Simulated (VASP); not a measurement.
# TaN (P6_3/mmc) in VASP: notebook, part 2 of 2

VASP 6.6.1. Earlier steps stand in the parts before.

### 4 Electric field gradients, PBEsol (9.50 Å³/atom)

This run uses another cell than the first one, of 9.50 Å³/atom.

Input file INCAR:

```
PREC = Accurate ; ENCUT = 520
EDIFF = 1E-8 ; ISMEAR = -1
SIGMA = 0.01 ; LREAL = F
LASPH = T ; NELM = 60
ALGO = Normal ; ISIF = 2
LWAVE = F ; LCHARG = F
GGA = PS ; LEFG = T
NBANDS = 24
```

Input file KPOINTS:

```
regular mesh
0
Gamma
  9 9 5
```

Input file POSCAR:

```
TaN
1.0
    3.0068077129      0.0000000000      0.0000000000
   -1.5034038564      2.6039718636      0.0000000000
    0.0000000000      0.0000000000      4.8515323926
Ta N
2 2
Direct
    0.0000000000      0.0000000000      0.0000000000
    0.0000000000      0.0000000000      0.5000000000
    0.3333333333      0.6666666667      0.2500000000
    0.6666666667      0.3333333333      0.7500000000
```

Potentials or basis: VASP PAW PBE potentials, release 64 (Ta_pv, N).

Run with:

```sh
cat potpaw_PBE.64/Ta_pv/POTCAR potpaw_PBE.64/N/POTCAR > POTCAR
mpirun -np 1 vasp_std > vasp.out
```

OUTCAR:

```text
PREC = Accurate
   ENCUT = 520
   EDIFF = 1E-8
   ISMEAR = -1
   LREAL = F
   LASPH = T
   NELM = 60
   ISIF = 2
   GGA = PS

 ion  position               nearest neighbor table
   1  0.000  0.000  0.000-   3 2.12   4 2.12   3 2.12   4 2.12   4 2.12   3 2.12   2 2.43   2 2.43

   2  0.000  0.000  0.500-   3 2.12   4 2.12   3 2.12   4 2.12   4 2.12   3 2.12   1 2.43   1 2.43

   3  0.333  0.667  0.250-   1 2.12   2 2.12   1 2.12   2 2.12   1 2.12   2 2.12
   4  0.667  0.333  0.750-   1 2.12   2 2.12   1 2.12   2 2.12   1 2.12   2 2.12

  LATTYP: Found a hexagonal cell.
 ALAT       =     3.0068077129
 C/A-ratio  =     1.6135160129

[... 879 lines left out ...]
 ion       V_xx      V_yy      V_zz      V_xy      V_xz      V_yz
---------------------------------------------------------------------
   1      88.092    88.092  -176.184    -0.000     0.000    -0.000
   2      88.092    88.092  -176.184    -0.000    -0.000     0.000
   3      -2.479    -2.478     4.958     0.001     0.000     0.000
   4      -2.479    -2.478     4.958     0.001     0.000     0.000
---------------------------------------------------------------------

 Electric field gradients after diagonalization (V/A^2)
 (convention: |V_zz| > |V_xx| > |V_yy|)
----------------------------------------------------------------------
 ion       V_xx      V_yy      V_zz     asymmetry (V_yy - V_xx)/ V_zz
----------------------------------------------------------------------
   1      88.092    88.092  -176.184       0.000
   2      88.092    88.092  -176.184       0.000
   3      -2.480    -2.478     4.958       0.000
   4      -2.480    -2.478     4.958       0.000
----------------------------------------------------------------------

           NMR quadrupolar parameters

 Cq : quadrupolar parameter    Cq=e*Q*V_zz/h
 eta: asymmetry parameters     (V_yy - V_xx)/ V_zz
 Q  : nuclear electric quadrupole moment in mb (millibarn)
----------------------------------------------------------------------
 ion       Cq(MHz)       eta       Q (mb)
----------------------------------------------------------------------
   1      -0.426       0.000       1.000
   2      -0.426       0.000       1.000
   3       0.012       0.000       1.000
   4       0.012       0.000       1.000
----------------------------------------------------------------------
```

OSZICAR:

```text
N       E                     dE             d eps       ncg     rms          rms(c)
DAV:   1     0.271064037367E+03    0.27106E+03   -0.17222E+04  1728   0.142E+03
DAV:   2    -0.355932372976E+02   -0.30666E+03   -0.29255E+03  2000   0.419E+02
DAV:   3    -0.485078262669E+02   -0.12915E+02   -0.12721E+02  2176   0.836E+01
DAV:   4    -0.486549112091E+02   -0.14708E+00   -0.14678E+00  1936   0.906E+00
DAV:   5    -0.486567615813E+02   -0.18504E-02   -0.18492E-02  2208   0.835E-01    0.447E+01
DAV:   6    -0.438928207576E+02    0.47639E+01   -0.16612E+01  2072   0.294E+01    0.206E+01
DAV:   7    -0.437509025707E+02    0.14192E+00   -0.10460E+00  1920   0.728E+00    0.115E+01
DAV:   8    -0.437023167833E+02    0.48586E-01   -0.10208E-01  2096   0.244E+00    0.136E+00
DAV:   9    -0.436984146810E+02    0.39021E-02   -0.10372E-02  2016   0.675E-01    0.424E-01
DAV:  10    -0.436983309673E+02    0.83714E-04   -0.22641E-03  2088   0.378E-01    0.120E-01
DAV:  11    -0.436981322624E+02    0.19870E-03   -0.67319E-04  2080   0.202E-01    0.276E-02
DAV:  12    -0.436981279106E+02    0.43518E-05   -0.36289E-05  2080   0.519E-02    0.123E-02
DAV:  13    -0.436981267838E+02    0.11268E-05   -0.15093E-06  2136   0.952E-03    0.241E-03
DAV:  14    -0.436981266445E+02    0.13928E-06   -0.38099E-07  2088   0.440E-03    0.123E-03
DAV:  15    -0.436981265919E+02    0.52685E-07   -0.62284E-08  2032   0.159E-03    0.551E-04
DAV:  16    -0.436981265943E+02   -0.24183E-08   -0.24303E-09  1048   0.418E-04
   1 F= -.43698127E+02 E0= -.43697061E+02  d E =-.213136E-02
```

Wall time 13 s (1 thread of Intel Xeon 6975P-C (Granite Rapids), shared host); peak memory 0.17 GiB.

Results:

```
Free energy                             : -43.6981 eV
Pressure                                : 73.4 GPa
Band gap on the k mesh                  : zero (bands 16 and 17 overlap by 2.71 eV)
Largest electric field gradient by atom : Ta -176.2; N +5.0 V/Å²
```

Stress tensor (GPa, compression positive):
```
 41.37   0.00   0.00
  0.00  41.37   0.00
  0.00   0.00 137.44
```

Electric field gradients, principal values (V/Å²):
```tsv
atom	least	middle	greatest (by size)
1 Ta	88.092	88.092	-176.184
2 Ta	88.092	88.092	-176.184
3 N	-2.478	-2.480	4.958
4 N	-2.478	-2.480	4.958
```

Caveat: the cell stands under pressure; without QUAD_EFG the Cq values of the log hold for a quadrupole moment of 1 mb, not for the nuclei; the PAW data sets were made with another functional, which shifts forces and pressure a little; spin-orbit coupling is left out, which moves the levels of the heavy elements.

### 5 Summary

```tsv
cell	gap on the mesh (eV)	pressure (GPa)
a = 3.048, b = 3.048, c = 4.967 Å, angles 90.0, 90.0, 120.0°, 4 atoms	none	43.7
a = 2.986, b = 2.986, c = 4.818 Å, angles 90.0, 90.0, 120.0°, 4 atoms	none	86.9
a = 3.007, b = 3.007, c = 4.852 Å, angles 90.0, 90.0, 120.0°, 4 atoms	none	73.4
```

Alike in all rows: task electric field gradients; level PBEsol; potentials or basis VASP PAW PBE potentials, release 64 (Ta_pv, N); no spin polarisation; k mesh 9 × 9 × 5; cutoff (eV) 520; smearing fermi-dirac 0.01 eV.

Caveats: the cell stands under pressure; the PAW data sets were made with another functional, which shifts forces and pressure a little; spin-orbit coupling is left out, which moves the levels of the heavy elements.

Absolute energies hang on the potentials; compare differences alone.
